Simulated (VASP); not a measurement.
The system is Si13Ge3.

```
Si Ge
1.0
    10.95784    0.00000    0.00000
     0.00000   10.95784    0.00000
     0.00000    0.00000   10.95784
Si Ge
52 12
Direct
  0.99891 0.00009 0.00085
  0.00430 0.50079 0.00144
  0.00063 0.50010 0.50230
  0.49880 0.00058 0.99691
  0.50010 0.99887 0.49955
  0.49804 0.49851 0.00302
  0.12288 0.12844 0.12667
  0.12434 0.12488 0.62281
  0.12593 0.62520 0.62708
  0.62425 0.12389 0.12449
  0.62147 0.12417 0.62785
  0.62458 0.62599 0.12525
  0.62472 0.62520 0.62439
  0.25395 0.24635 0.99922
  0.24909 0.24945 0.50039
  0.24863 0.75037 0.50102
  0.75256 0.24993 0.00306
  0.74821 0.25245 0.49777
  0.75019 0.74649 0.00135
  0.74931 0.74839 0.50001
  0.37428 0.37554 0.12430
  0.37376 0.87264 0.12802
  0.37758 0.87245 0.62408
  0.87496 0.37631 0.12353
  0.87927 0.87161 0.12291
  0.87677 0.87294 0.62357
  0.24994 0.99905 0.74635
  0.24911 0.49758 0.24749
  0.25097 0.49656 0.75051
  0.75043 0.50016 0.25020
  0.75006 0.49780 0.75136
  0.37357 0.12710 0.37735
  0.37430 0.12435 0.87766
  0.37603 0.62350 0.37568
  0.37576 0.62514 0.87477
  0.87590 0.12757 0.37255
  0.87403 0.12674 0.87842
  0.87533 0.62772 0.37619
  0.87642 0.62419 0.87597
  0.99837 0.25139 0.25146
  0.99988 0.25032 0.75104
  0.99986 0.74858 0.75109
  0.49892 0.25048 0.24978
  0.49730 0.25218 0.75046
  0.50146 0.74858 0.25359
  0.50002 0.74915 0.74678
  0.12257 0.37355 0.37408
  0.12689 0.37483 0.87640
  0.12627 0.87304 0.37800
  0.62719 0.37115 0.37529
  0.62409 0.37690 0.87518
  0.62467 0.87353 0.87300
  0.99963 0.00348 0.49857
  0.49998 0.49853 0.49725
  0.12577 0.62506 0.12134
  0.25201 0.75106 0.00092
  0.37658 0.37344 0.62304
  0.87595 0.37451 0.62637
  0.25006 0.00104 0.25249
  0.74876 0.00252 0.25172
  0.75201 0.99992 0.74951
  0.00209 0.75243 0.25070
  0.12306 0.87533 0.87333
  0.62854 0.87476 0.37470
```

```yaml
Program: VASP 6.6.1
Task: relaxation of volume and atoms at fixed shape
Functional: PBEsol
Potentials_or_basis: VASP PAW PBE potentials, release 64 (Si, Ge_d)
Cutoff: 550 eV
k_mesh: 1 × 1 × 1, shifted
Occupations: fermi-dirac, width 0.05 eV
Spin: no spin polarisation
```

At the start: pressure -0.1 GPa; volume 20.56 Å³/atom.

Where does the relaxation end?

Over 13 steps the energy falls by 10.8 meV/atom and the volume is 20.51 Å³/atom (-0.2 %); space group P1 (No. 1, to 0.1 Å) before and after.

The path:
| step | energy change (eV) | largest force (eV/Å) | pressure (GPa) | volume (Å³) |
| --- | --- | --- | --- | --- |
| 1 | 0.0000 | 1.1837 | -0.14 | 1315.76 |
| 2 | -0.5858 | 0.3479 | -0.01 | 1312.24 |
| 3 | -0.5930 | 0.3499 | 0.02 | 1311.80 |
| 4 | -0.6568 | 0.1458 | 0.00 | 1312.04 |
| 5 | -0.6653 | 0.1422 | 0.00 | 1312.17 |
| 6 | -0.6772 | 0.0692 | 0.00 | 1312.11 |
| 7 | -0.6799 | 0.0796 | 0.00 | 1312.07 |
| 8 | -0.6850 | 0.0469 | 0.00 | 1312.18 |
| 9 | -0.6858 | 0.0650 | -0.01 | 1312.24 |
| 10 | -0.6884 | 0.0308 | 0.01 | 1312.01 |
| 11 | -0.6888 | 0.0492 | 0.02 | 1311.86 |
| 12 | -0.6906 | 0.0304 | -0.03 | 1312.61 |
| 13 | -0.6907 | 0.0265 | -0.05 | 1312.91 |

Final structure:
```
Si Ge
1.0
    10.94994    0.00000    0.00000
     0.00000   10.94994    0.00000
     0.00000    0.00000   10.94994
Si Ge
52 12
Cartesian
  10.9368 0.0251 0.0104
  10.9205 5.4399 10.9211
  0.0198 5.4804 5.4670
  5.4852 10.9461 10.9437
  5.4560 0.0153 5.5017
  5.4785 5.4608 0.0034
  1.3530 1.3897 1.3650
  1.3941 1.3888 6.8662
  1.3740 6.8391 6.8488
  6.8245 1.3929 1.3386
  6.8323 1.3778 6.8391
  6.8475 6.8299 1.3720
  6.8694 6.8585 6.8778
  2.7368 2.7335 0.0019
  2.7124 2.7251 5.4580
  2.7442 8.2036 5.4852
  8.2060 2.7527 10.9481
  8.1883 2.7215 5.4513
  8.2065 8.1962 0.0028
  8.2237 8.1833 5.5015
  4.1124 4.0946 1.3703
  4.1539 9.5940 1.3721
  4.1104 9.5808 6.8487
  9.5753 4.1075 1.3656
  9.5745 9.5850 1.3300
  9.5779 9.5453 6.8476
  2.7658 0.0228 8.1926
  2.7599 5.4366 2.7549
  2.7198 5.4862 8.2377
  8.2199 5.4701 2.7310
  8.1948 5.4807 8.2398
  4.1282 1.3968 4.1306
  4.1139 1.3610 9.5958
  4.0901 6.8542 4.0875
  4.1427 6.8175 9.5605
  9.5906 1.4021 4.1065
  9.5961 1.3984 9.6108
  9.5635 6.8184 4.1303
  9.5739 6.8350 9.5852
  10.9456 2.7574 2.7328
  0.0257 2.7264 8.2390
  10.9263 8.1783 8.1943
  5.4740 2.7358 2.7284
  5.4894 2.7184 8.2412
  5.4608 8.1863 2.7143
  5.4789 8.2092 8.2067
  1.3707 4.1044 4.1057
  1.3754 4.1042 9.5904
  1.3939 9.5692 4.1297
  6.8632 4.0906 4.0708
  6.8416 4.1076 9.5897
  6.8287 9.5551 9.6003
  0.0057 0.0012 5.4923
  5.5031 5.4914 5.4614
  1.3697 6.7866 1.3628
  2.7870 8.2129 10.9416
  4.0876 4.0868 6.8653
  9.5794 4.0975 6.8505
  2.7527 0.0100 2.7424
  8.2179 0.0256 2.7140
  8.2146 10.9455 8.2279
  10.9298 8.2210 2.7550
  1.3523 9.6047 9.5481
  6.8247 9.5585 4.1283
```

Caveat: the PAW data sets were made with another functional, which shifts forces and pressure a little.
